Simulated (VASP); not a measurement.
# Mg5Cd3O8 (P1) in VASP: relaxation of volume and atoms at fixed shape with PBEsol

Aim: the relaxation of volume and atoms at fixed shape of Mg5Cd3O8 with PBEsol.

Everything below comes from runs of VASP 6.6.1. Logs are shortened: lines on timing, memory, paths and dates and some standing lists are left out, and cuts for length are marked.

## (1) The cell of the first run

The typed cell holds 64 atoms: a = 8.791 Å, b = 8.791 Å, c = 8.791 Å, α = 90.00°, β = 90.00°, γ = 90.00°.

## (2) Relaxation of volume and atoms at fixed shape, PBEsol

The input, INCAR:

```
  PREC = Accurate
  ENCUT = 600
  EDIFF = 1E-7
  ISMEAR = -1
  SIGMA = 0.05
  LREAL = Auto
  LASPH = T
  NELM = 100
  ALGO = Normal
  ISIF = 8
  LWAVE = F
  LCHARG = F
  GGA = PS
  IBRION = 2
  NSW = 100
  EDIFFG = -0.03
  ISYM = 0
  NCORE = 4
```

The input, KPOINTS:

```
Automatic mesh
0
Gamma
  1 1 1
  0.25 0.25 0.25
```

The input, POSCAR:

```
Mg5Cd3O8
1.0
    8.7906970000      0.0000000000      0.0000000000
    0.0000000000      8.7906970000      0.0000000000
    0.0000000000      0.0000000000      8.7906970000
O Cd Mg
32 12 20
Direct
    0.2504140000      0.9988040000      0.0018210000
    0.2533930000      0.0012800000      0.4974510000
    0.2521360000      0.4974740000      0.9963550000
    0.2524820000      0.5013520000      0.5012500000
    0.7499850000      0.9982950000      0.0017510000
    0.7525120000      0.0002130000      0.4989550000
    0.7542000000      0.4972000000      0.0030210000
    0.7487320000      0.5021240000      0.5054830000
    0.9987900000      0.2540000000      0.0008310000
    0.0004160000      0.2488420000      0.5000100000
    0.9991620000      0.7518610000      0.0015500000
    0.0004180000      0.7518470000      0.5003850000
    0.4996270000      0.2530660000      0.9994370000
    0.4966680000      0.2513830000      0.4981550000
    0.4980260000      0.7512080000      0.0021090000
    0.5012970000      0.7482660000      0.4958950000
    0.9982930000      0.9981000000      0.2520120000
    0.0000460000      0.0008670000      0.7514990000
    0.0005150000      0.5004020000      0.2497850000
    0.9985110000      0.5030450000      0.7485830000
    0.4988080000      0.0049830000      0.2512940000
    0.5013950000      0.0065120000      0.7476940000
    0.5012260000      0.4972630000      0.2528850000
    0.4968270000      0.4993450000      0.7468820000
    0.2479960000      0.2524970000      0.2486800000
    0.2499520000      0.2505370000      0.7541720000
    0.2489710000      0.7517650000      0.2484130000
    0.2502280000      0.7466690000      0.7467130000
    0.7502870000      0.2474620000      0.2470720000
    0.7522570000      0.2510930000      0.7505900000
    0.7496300000      0.7526400000      0.2467190000
    0.7518720000      0.7521310000      0.7517100000
    0.0012090000      0.0000850000      0.9987290000
    0.9975610000      0.4981170000      0.4988970000
    0.5030910000      0.9991580000      0.9986380000
    0.4984460000      0.0022740000      0.5032960000
    0.5018710000      0.5010630000      0.4981280000
    0.7532940000      0.7473250000      0.4975320000
    0.2532580000      0.9986860000      0.7506310000
    0.2489910000      0.4943430000      0.7476550000
    0.7528680000      0.9989130000      0.2522880000
    0.7506570000      0.4993450000      0.7485590000
    0.0018520000      0.2488460000      0.2519260000
    0.5008320000      0.7523840000      0.2493880000
    0.9995940000      0.9999560000      0.5047740000
    0.0009030000      0.5056460000      0.0025150000
    0.5015140000      0.5004060000      0.9966230000
    0.2478690000      0.2486800000      0.0007880000
    0.2479750000      0.2491650000      0.5001600000
    0.2493180000      0.7525370000      0.9968900000
    0.2484090000      0.7467860000      0.4974750000
    0.7490790000      0.2453930000      0.9983690000
    0.7498720000      0.2498760000      0.4963510000
    0.7510420000      0.7514500000      0.0005910000
    0.2469830000      0.0035250000      0.2545420000
    0.2514380000      0.5041700000      0.2495260000
    0.7484800000      0.9998580000      0.7479360000
    0.7529900000      0.4955590000      0.2520240000
    0.0020370000      0.2537590000      0.7481470000
    0.0005900000      0.7476260000      0.2494230000
    0.0018610000      0.7491290000      0.7521000000
    0.4982580000      0.2528400000      0.2517540000
    0.4972550000      0.2508670000      0.7495070000
    0.5029890000      0.7542690000      0.7494430000
```

Potentials or basis: VASP PAW PBE potentials, release 64 (O, Cd, Mg).

Launch:

```sh
$ cat potpaw_PBE.64/O/POTCAR potpaw_PBE.64/Cd/POTCAR potpaw_PBE.64/Mg/POTCAR > POTCAR
$ mpirun -np 4 vasp_std > vasp.out
```

OUTCAR:

```text
PREC = Accurate
   ENCUT = 600
   EDIFF = 1E-7
   ISMEAR = -1
   LREAL = Auto
   LASPH = T
   NELM = 100
   ISIF = 8
   GGA = PS
   IBRION = 2
   NSW = 100
   EDIFFG = -0.03
   ISYM = 0

 ion  position               nearest neighbor table
   1  0.250  0.999  0.002-  50 2.17  33 2.19  48 2.20  39 2.21  35 2.22  55 2.22
   2  0.253  0.001  0.497-  55 2.14  36 2.15  49 2.18  39 2.23  45 2.23  51 2.24
   3  0.252  0.497  0.996-  40 2.19  48 2.19  47 2.19  46 2.21  56 2.23  50 2.24
   4  0.252  0.501  0.501-  51 2.16  40 2.17  37 2.19  56 2.21  49 2.22  34 2.24
   5  0.750  0.998  0.002-  54 2.17  35 2.17  52 2.17  41 2.20  33 2.21  57 2.23
   6  0.753  0.000  0.499-  41 2.17  45 2.17  57 2.19  53 2.19  38 2.22  36 2.23
[... 76 lines left out ...]
  58  0.753  0.496  0.252-  19 2.18  29 2.18   7 2.19  23 2.21   8 2.23  31 2.26  53 3.05  34 3.05
                            43 3.08  37 3.09  38 3.09  62 3.09  46 3.09  60 3.11  52 3.13  47 3.15
  59  0.002  0.254  0.748-  26 2.18  10 2.18  20 2.19  30 2.20   9 2.22  18 2.22  40 3.03  34 3.07
                            49 3.07  42 3.09  45 3.09  48 3.10  52 3.13  53 3.13  33 3.13  46 3.15
  60  0.001  0.748  0.249-  19 2.17  11 2.18  27 2.18  17 2.20  12 2.21  31 2.21  46 3.04  56 3.07
                            38 3.08  51 3.08  54 3.10  34 3.10  41 3.10  58 3.11  50 3.12  55 3.12
  61  0.002  0.749  0.752-  20 2.16  28 2.18  11 2.19  32 2.20  12 2.21  18 2.21  50 3.06  46 3.07
                            33 3.09  45 3.10  54 3.10  39 3.11  42 3.11  51 3.12  40 3.12  38 3.13
  62  0.498  0.253  0.252-  23 2.15  14 2.17  21 2.18  25 2.20  29 2.22  13 2.22  37 3.07  53 3.08
                            58 3.09  56 3.10  49 3.10  55 3.11  48 3.12  36 3.12  47 3.13  52 3.13
  63  0.497  0.251  0.750-  22 2.15  26 2.17  24 2.18  13 2.20  14 2.21  30 2.24  40 3.06  36 3.08
                            39 3.08  47 3.09  49 3.10  48 3.11  52 3.11  35 3.11  37 3.12  42 3.12
  64  0.503  0.754  0.749-  32 2.19  22 2.22  15 2.22  28 2.22  16 2.23  24 2.24  57 3.05  35 3.07
                            39 3.07  36 3.07  54 3.10  47 3.11  50 3.12  38 3.12  42 3.12  37 3.14

IMPORTANT INFORMATION: All symmetrisations will be switched off!
NOSYMM: (Re-)initialisation of all symmetry stuff for point group C_1.

----------------------------------------------------------------------------------------

                                     Primitive cell

  volume of cell :     679.3130

  direct lattice vectors                    reciprocal lattice vectors
     8.790697000  0.000000000  0.000000000     0.113756622  0.000000000  0.000000000
     0.000000000  8.790697000  0.000000000     0.000000000  0.113756622  0.000000000
     0.000000000  0.000000000  8.790697000     0.000000000  0.000000000  0.113756622

  length of vectors
     8.790697000  8.790697000  8.790697000     0.113756622  0.113756622  0.113756622

  position of ions in fractional coordinates (direct lattice)
     0.250414000  0.998804000  0.001821000
     0.253393000  0.001280000  0.497451000
     0.252136000  0.497474000  0.996355000
     0.252482000  0.501352000  0.501250000
     0.749985000  0.998295000  0.001751000
     0.752512000  0.000213000  0.498955000
[... 56 lines left out ...]
     0.497255000  0.250867000  0.749507000
     0.502989000  0.754269000  0.749443000

  ion indices of the primitive-cell ions
   primitive index   ion index
                 1           1
                 2           2
                 3           3
                 4           4
                 5           5
                 6           6
[... 56 lines left out ...]
                63          63
                64          64

----------------------------------------------------------------------------------------

 KPOINTS: Automatic mesh

Automatic generation of k-mesh.
 Grid dimensions read from file:
 generate k-points for:    1    1    1

 Generating k-lattice:

  Cartesian coordinates                     Fractional coordinates (reciprocal lattice)
     0.113756622  0.000000000  0.000000000     1.000000000  0.000000000  0.000000000
     0.000000000  0.113756622  0.000000000     0.000000000  1.000000000  0.000000000
     0.000000000  0.000000000  0.113756622     0.000000000  0.000000000  1.000000000

  Length of vectors
     0.113756622  0.113756622  0.113756622

  Shift w.r.t. Gamma in fractional coordinates (k-lattice)
     0.250000000  0.250000000  0.250000000

 Subroutine IBZKPT returns following result:
 ===========================================

 Found      4 irreducible k-points:

 Following reciprocal coordinates:
            Coordinates               Weight
  0.250000  0.250000  0.250000      2.000000
 -0.250000  0.250000  0.250000      2.000000
 -0.250000 -0.250000  0.250000      2.000000
  0.250000 -0.250000  0.250000      2.000000
   k-points           NKPTS =      4   k-points in BZ     NKDIM =      4   number of bands    NBANDS=    225
   number of dos      NEDOS =    301   number of ions     NIONS =     64
   total plane-waves  NPLWV = 343000
   dimension x,y,z NGX =    70 NGY =   70 NGZ =   70
   dimension x,y,z NGXF=   140 NGYF=  140 NGZF=  140
   ions per type =              32  12  20
   NGX,Y,Z   is equivalent  to a cutoff of  13.24, 13.24, 13.24 a.u.
   NGXF,Y,Z  is equivalent  to a cutoff of  26.48, 26.48, 26.48 a.u.
 SYSTEM =  unknown system
   PREC   = accura    normal or accurate (medium, high low for compatibility)
   ISTART =      0    job   : 0-new  1-cont  2-samecut
   ICHARG =      2    charge: 1-file 2-atom 10-const
   ISPIN  =      1    spin polarized calculation?
   LNONCOLLINEAR =      F non collinear calculations
   LSORBIT =      F    spin-orbit coupling
   LASPH  =      T    aspherical Exc in radial PAW
   ENCUT  =  600.0 eV  44.10 Ry    6.64 a.u.  17.56 17.56 17.56*2*pi/ulx,y,z
   NELM   =    100;   NELMIN=  2; NELMDL= -5     # of ELM steps
   EDIFF  = 0.1E-06   stopping-criterion for ELM
   LREAL  =      T    real-space projection
   EDIFFG = -.3E-01   stopping-criterion for IOM
   NSW    =    100    number of steps for IOM
   IBRION =      2    ionic relax: 0-MD 1-quasi-New 2-CG
   NFREE  =      1    steps in history (QN), initial steepest desc. (CG)
   ISIF   =      8    stress and relaxation
   ISYM   =      0    0-nonsym 1-usesym 2-fastsym
   POTIM  = 0.5000    time-step for ionic-motion
   TEBEG  =    0.0;   TEEND  =   0.0 temperature during run
   PSTRESS=    0.0 pullay stress
   NELECT =     376.0000    total number of electrons
   NUPDOWN=      -1.0000    fix difference up-down
   EMIN   =  10.00;   EMAX   =-10.00  energy-range for DOS
   EFERMI =   0.00;   METHOD = LEGACY
   ISMEAR =    -1;   SIGMA  =   0.05  broadening in eV -4-tet -1-fermi 0-gaus
   EFERMI_NEDOS =   21; number of points for ismear=-14 and -15
   IALGO  =     38    algorithm
   IMIX   =      4    mixing-type and parameters
     AMIX     =   0.40;   BMIX     =  1.00
     AMIX_MAG =   1.60;   BMIX_MAG =  1.00
  volume/ion in A,a.u.               =      10.61        71.63
  Fermi-wavevector in a.u.,A,eV,Ry     =   1.344149  2.540074 24.582149  1.806737
  Thomas-Fermi vector in A             =   2.472166
   LORBIT       =      0    0 simple, 1 ext, 2 COOP (PROOUT), +10 PAW based schemes
   GGA     = PS    functional components
   LHFCALC =     F    Hartree Fock is set to
   AEXX    =    0.0000 exact exchange contribution
   IVDW    =     0    specifies the selected vdW correction
   LEPSILON=     F    determine dielectric tensor
   LRPA    =     F    only Hartree local field effects (RPA)
 conjugate gradient relaxation of ions
 non-spin polarized calculation
  energy-cutoff  :      600.00
  volume of cell :      679.31
 maximum number of plane-waves:     22709
 NGX is ok and might be reduce to    70
   NGX = 35   NGY = 35   NGZ = 35

--------------------------------------- Ionic step        1  -------------------------------------------

 number of electron     376.0000009 magnetization

 Free energy of the ion-electron system (eV)
  ---------------------------------------------------
  ext. energy  EPLUGINS =         0.00000000
  ---------------------------------------------------
  free energy    TOTEN  =      -341.69728704 eV

  energy without entropy =     -341.69728704  energy(sigma->0) =     -341.69728704

------------------------ aborting loop because EDIFF is reached ----------------------------------------

  FORCE on cell =-STRESS in cart. coord.  units (eV):
  Direction    XX          YY          ZZ          XY          YZ          ZX
  --------------------------------------------------------------------------------------
  -------------------------------------------------------------------------------------
  Total       34.6714906     34.0502693     36.1224259      0.5072255     -0.8834151      0.0058014
  in kB       81.7736085     80.3084420     85.1956771      1.1963045     -2.0835573      0.0136828
  external PRESSURE =      82.4259092 kB  Pullay stress =       0.0000000 kB
[... 275 lines left out ...]
  FREE ENERGIE OF THE ION-ELECTRON SYSTEM (eV)
  ---------------------------------------------------
  free  energy   TOTEN  =      -345.9389429072 eV

  energy  without entropy=     -345.9389429068  energy(sigma->0) =     -345.93894291

[... ionic steps 4 to 13 ...]

--------------------------------------- Ionic step       14  -------------------------------------------

 number of electron     375.9999986 magnetization

------------------------ aborting loop because EDIFF is reached ----------------------------------------
[... 191 lines left out ...]
--------------------------------------- Ionic step       16  -------------------------------------------

 number of electron     375.9999983 magnetization

 Free energy of the ion-electron system (eV)
  ---------------------------------------------------
  ext. energy  EPLUGINS =         0.00000000
  ---------------------------------------------------
  free energy    TOTEN  =      -347.37468370 eV

  energy without entropy =     -347.37468370  energy(sigma->0) =     -347.37468370

 E-fermi :   4.0937     XC(G=0): -11.5171

 val. band max:        2.9340856415   @ k =  -0.2500   0.2500   0.2500
 cond. band min:       5.2579116193   @ k =  -0.2500  -0.2500   0.2500
 fundamental gap:      2.3238259778
 Fermi energy:         4.0937374536

 k-point     1 :       0.2500    0.2500    0.2500
  band No.  band energies     occupation
      1     -14.5959      2.00000
      2     -14.3300      2.00000
      3     -14.3062      2.00000
      4     -14.2702      2.00000
      5     -14.1117      2.00000
      6     -14.0666      2.00000
[... 801 lines left out ...]
    199       8.6678      0.00000
    200       8.8226      0.00000
 [bands above 200 left out]

------------------------ aborting loop because EDIFF is reached ----------------------------------------

  FORCE on cell =-STRESS in cart. coord.  units (eV):
  Direction    XX          YY          ZZ          XY          YZ          ZX
  --------------------------------------------------------------------------------------
  -------------------------------------------------------------------------------------
  Total        0.3236581     -0.1546006     -0.0314070     -0.2873073      0.6626289      0.7569395
  in kB        0.7452415     -0.3559767     -0.0723165     -0.6615415      1.5257413      1.7428968
  external PRESSURE =       0.1056494 kB  Pullay stress =       0.0000000 kB
[... 79 lines left out ...]
  FREE ENERGIE OF THE ION-ELECTRON SYSTEM (eV)
  ---------------------------------------------------
  free  energy   TOTEN  =      -347.3746837005 eV

  energy  without entropy=     -347.3746837002  energy(sigma->0) =     -347.37468370

 reached required accuracy - stopping structural energy minimisation
```

Run time: 60 min. Hardware: 4 MPI ranks of Intel Xeon Platinum 8259CL at 2.50GHz (Skylake/Cascade Lake), shared host; peak memory 0.38 GiB.

What came out:

```yaml
Free_energy: -347.3747 eV
Relaxed_volume: 10.87 Å³/atom
Relaxed_cell: a = 8.861 Å, b = 8.861 Å, c = 8.861 Å, α = 90.00°, β = 90.00°, γ = 90.00°
Space_group_after_relaxing_to_0.1_Å: P1 (No. 1)
Energy_gained_by_relaxing: 88.7 meV/atom
Ionic_steps: 16
Pressure_after_relaxing: 0.0 GPa
Largest_force_after_relaxing: 0.022 eV/Å
Band_gap_on_the_k_mesh: 2.32 eV
```

Forces on the atoms (eV/Å):
```
O   -0.001  0.008  0.020
O    0.003 -0.001 -0.006
O   -0.001  0.000 -0.007
O   -0.003  0.000 -0.006
O   -0.002  0.010  0.005
O   -0.004 -0.004  0.003
O    0.003 -0.007  0.003
O   -0.006  0.004 -0.002
O    0.001 -0.003 -0.007
O   -0.001  0.003  0.001
O   -0.002  0.001 -0.003
O    0.001 -0.003  0.009
O    0.002 -0.010 -0.009
O    0.000 -0.002 -0.002
O    0.008  0.007 -0.001
O   -0.005 -0.002 -0.003
O    0.001  0.001  0.003
O   -0.003  0.001  0.007
O   -0.004  0.000 -0.010
O    0.007 -0.001 -0.007
O   -0.003 -0.006  0.004
O    0.000  0.003  0.006
O    0.000 -0.007 -0.003
O   -0.001  0.013 -0.004
O    0.003 -0.008  0.007
O    0.002  0.015 -0.010
O   -0.007  0.004  0.000
O   -0.002 -0.008  0.014
O    0.007 -0.004 -0.001
O   -0.003 -0.001 -0.003
O   -0.014  0.002  0.005
O    0.006  0.002  0.000
Cd   0.005 -0.002  0.003
Cd   0.007  0.002 -0.007
Cd   0.006  0.000  0.005
Cd   0.003 -0.001  0.017
Cd   0.004  0.000 -0.007
Cd   0.003 -0.005  0.000
Cd   0.004  0.001  0.004
Cd  -0.002 -0.002  0.010
Cd   0.004 -0.004 -0.002
Cd  -0.001  0.002 -0.003
Cd   0.000 -0.006 -0.005
Cd   0.006  0.000  0.007
Mg  -0.001  0.001 -0.002
Mg   0.012  0.004  0.001
Mg  -0.010 -0.003 -0.008
Mg  -0.007 -0.003 -0.009
Mg  -0.001 -0.004  0.001
Mg  -0.001  0.002  0.003
Mg  -0.006  0.000 -0.005
Mg   0.007 -0.013 -0.009
Mg  -0.004  0.002 -0.007
Mg  -0.009  0.007  0.005
Mg  -0.006  0.006  0.009
Mg   0.000 -0.006  0.000
Mg  -0.003  0.007 -0.002
Mg  -0.003 -0.009  0.007
Mg   0.001  0.013 -0.009
Mg  -0.001  0.004 -0.003
Mg  -0.005 -0.005  0.007
Mg   0.007  0.004 -0.008
Mg   0.001  0.000  0.003
Mg   0.007  0.000  0.002
```

Step by step:
```tsv
step	energy change (eV)	largest force (eV/Å)	pressure (GPa)	volume (Å³)
1	0.0000	3.1303	8.24	679.31
2	-4.1589	0.7814	-6.82	734.43
3	-4.2417	0.9580	-5.31	726.90
4	-5.4207	0.4914	-0.66	699.49
5	-5.4708	0.3793	0.70	692.79
6	-5.6008	0.2119	0.28	694.59
7	-5.6242	0.1968	0.04	695.73
8	-5.6511	0.1467	-0.10	696.38
9	-5.6574	0.1860	-0.21	696.87
10	-5.6682	0.0669	0.13	695.31
11	-5.6688	0.0714	0.24	694.79
12	-5.6742	0.0522	-0.08	696.22
13	-5.6743	0.0509	-0.13	696.44
14	-5.6764	0.0404	0.04	695.70
15	-5.6764	0.0427	0.05	695.66
16	-5.6774	0.0221	0.01	695.83
```

Final structure:
```
CELL_PARAMETERS angstrom
8.86135 0.00000 0.00000
0.00000 8.86135 0.00000
0.00000 0.00000 8.86135
ATOMIC_POSITIONS crystal
O 0.24861 0.00172 0.01768
O 0.23737 0.00289 0.48563
O 0.24957 0.49979 0.01442
O 0.24862 0.49776 0.47953
O 0.75184 0.00475 0.99048
O 0.76532 0.01407 0.50925
O 0.75097 0.49873 0.01131
O 0.75188 0.48420 0.47938
O 0.00132 0.26532 0.98521
O 0.00371 0.23886 0.51534
O 0.00231 0.73766 0.99602
O 0.01308 0.76155 0.50798
O 0.49914 0.26449 0.99501
O 0.49857 0.25101 0.50784
O 0.49799 0.73449 0.98748
O 0.48296 0.74956 0.51960
O 0.01080 0.98561 0.26409
O 0.98849 0.99884 0.73949
O 0.00121 0.51169 0.23520
O 0.99897 0.50477 0.76265
O 0.48631 0.01456 0.25089
O 0.51594 0.00030 0.75097
O 0.49928 0.48991 0.23452
O 0.50204 0.49916 0.76475
O 0.26074 0.25235 0.24926
O 0.25357 0.24885 0.75123
O 0.24007 0.74872 0.24902
O 0.24828 0.75248 0.75568
O 0.73672 0.26035 0.24543
O 0.74913 0.23983 0.75111
O 0.76266 0.73780 0.23621
O 0.75122 0.76339 0.76284
Cd 0.00071 0.00029 0.99972
Cd 0.00104 0.50044 0.49809
Cd 0.49966 0.00065 0.99961
Cd 0.49947 0.00168 0.50122
Cd 0.49949 0.49919 0.49726
Cd 0.75341 0.75194 0.50143
Cd 0.24970 0.00068 0.74892
Cd 0.25050 0.50056 0.75015
Cd 0.75153 0.00144 0.24997
Cd 0.75051 0.49975 0.75125
Cd 0.00035 0.25112 0.25002
Cd 0.49812 0.74792 0.24718
Mg 0.00265 0.00037 0.50271
Mg 0.00090 0.50126 0.00063
Mg 0.49968 0.49882 0.00114
Mg 0.25268 0.25704 0.00247
Mg 0.25039 0.24773 0.49657
Mg 0.24737 0.74322 0.00259
Mg 0.24530 0.75387 0.49594
Mg 0.74727 0.25641 0.99685
Mg 0.74990 0.24778 0.50362
Mg 0.75414 0.74230 0.99751
Mg 0.24709 0.00111 0.25196
Mg 0.24941 0.49963 0.24538
Mg 0.75305 0.00233 0.75080
Mg 0.75079 0.49730 0.24234
Mg 0.99772 0.24631 0.75070
Mg 0.00405 0.74760 0.24495
Mg 0.00102 0.75389 0.75340
Mg 0.49791 0.25514 0.24469
Mg 0.50272 0.25056 0.75319
Mg 0.50024 0.75080 0.75600
```

Caveat: the PAW data sets were made with another functional, which shifts forces and pressure a little; a shifted mesh leaves out Γ, where band edges can lie. A k mesh can miss the band edges.
